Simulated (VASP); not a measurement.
Pd, 1 atom in the cell. It takes space group Pm-3m (No. 221, cubic). The conventional cell has a = 2.506 Å, b = 2.506 Å, c = 2.506 Å, α = 90.00°, β = 90.00°, γ = 90.00°. Within 3.3 Å of Pd (site symmetry m-3m) lie 6 Pd at 2.51 Å. This isn't the form of Pd at room conditions, which is fcc.

```yaml
Program: VASP 6.6.1
Task: relaxation of cell and atoms
Functional: PBEsol
Potentials_or_basis: VASP PAW PBE potentials, release 64 (Pd_sv_GW)
Cutoff: 630 eV
k_mesh: 6 × 6 × 6
Occupations: gaussian, width 0.1 eV
Spin: no spin polarisation
Dipole_correction: no
Further_INCAR_settings: ALGO = Normal; EDIFF = 1e-07; IBRION = 2; EDIFFG = -0.04; NSW = 90; ISIF = 3
```

Potentials or basis: VASP PAW PBE potentials, release 64 (Pd_sv_GW).

Command:

```bash
$ cat potpaw_PBE.64/Pd_sv_GW/POTCAR > POTCAR
$ mpirun -np 1 vasp_std > vasp.out
```

Hardware: 1 thread of Intel(R) Xeon(R) 6975P-C (Granite Rapids), with other jobs on the host.

Problem. Estimate the wall time of this run.

Solution. It took 11 s on 1 thread of Intel(R) Xeon(R) 6975P-C (Granite Rapids) (shared host), peak memory 0.16 GiB. Counts: scf iterations 34, k points 20, ion steps 3.
